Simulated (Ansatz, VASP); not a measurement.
# TaWC2 in VASP and in Ansatz

File INCAR:

```
SYSTEM = TaWC2
PREC     = Accurate       ! precision mode
ENCUT    = 520            ! plane-wave cutoff, eV
EDIFF    = 1E-6           ! SCF threshold, eV
ISMEAR   = -1             ! smearing method
SIGMA    = 0.05           ! smearing width, eV
LREAL    = .False.        ! projectors in reciprocal space
LASPH    = .True.         ! aspherical terms in the spheres
NELM     = 60             ! most SCF steps
ALGO     = Normal         ! electronic algorithm
ISIF     = 2              ! what is computed and relaxed
LWAVE    = .False.        ! write WAVECAR
LCHARG   = .False.        ! write CHGCAR
GGA      = PS             ! functional
NBANDS   = 24             ! bands
```

Contents of KPOINTS:

```
regular mesh
0
Gamma
  10 10 10
  0 0 0
```

The input POSCAR:

```
TaWC2
1.0
    1.5613054648      0.9014201304      5.0673795820
   -1.5613054648      0.9014201304      5.0673795820
    0.0000000000     -1.8028402609      5.0673795820
W Ta C
1 1 2
Direct
    0.0000000000      0.0000000000      0.0000000000
    0.5000000000      0.5000000000      0.5000000000
    0.2509330000      0.2509330000      0.2509330000
    0.7490670000      0.7490670000      0.7490670000
```

File input.yaml:

```yaml
crystal:
  lattice:
    - [1.5613054648, 0.9014201304, 5.067379582]
    - [-1.5613054648, 0.9014201304, 5.067379582]
    - [0.0, -1.8028402609, 5.067379582]
  atoms:
    - { symbol: W, position: [0.0, 0.0, 0.0] }
    - { symbol: Ta, position: [0.5, 0.5, 0.5] }
    - { symbol: C, position: [0.250933, 0.250933, 0.250933] }
    - { symbol: C, position: [0.749067, 0.749067, 0.749067] }
kpoints:
  mp_grid: { grid: [10, 10, 10] }
scf:
  occupations: { method: fermi_dirac, width: 0.05 }
hamiltonian:
  xc: pbesol
  pseudopotentials: { kind: all_electron, lapw: { basis_error: 0.001 } }
output:
  forces: true
  stress: true
  eigenvalues: true
```

Change from the starting cell: volume scaled by 0.98.

Alike in both runs: task single point; functional PBEsol; k mesh 10 × 10 × 10; occupations fermi-dirac, width 0.05 eV; no spin polarisation.

|  | VASP | Ansatz |
| --- | --- | --- |
| version | VASP 6.6.1 | Ansatz 0.2.0 |
| potentials or method | VASP PAW PBE potentials, release 64 (W_sv, Ta_pv, C), cutoff 520 eV | all-electron LAPW, scalar-relativistic |

```csv
,VASP,Ansatz,Ansatz less VASP
gap on the k mesh at the Fermi level (eV),none,none,-
pressure (GPa),-3.2,-4.2,-1.00
"traceless stress, the component that is largest in VASP (GPa)",0.09,0.07,-0.016
rms of the force components (eV/Å),0.039,0.032,-0.0070
```

VASP's potentials were made for PBE, not for PBEsol. Atom by atom the forces differ by 0.007 eV/Å (rms over components). A gap of «none» marks a metal or a gap that the smearing closes. Ansatz ran all-electron here, and VASP with PAW potentials.

Spin-orbit coupling is off throughout.
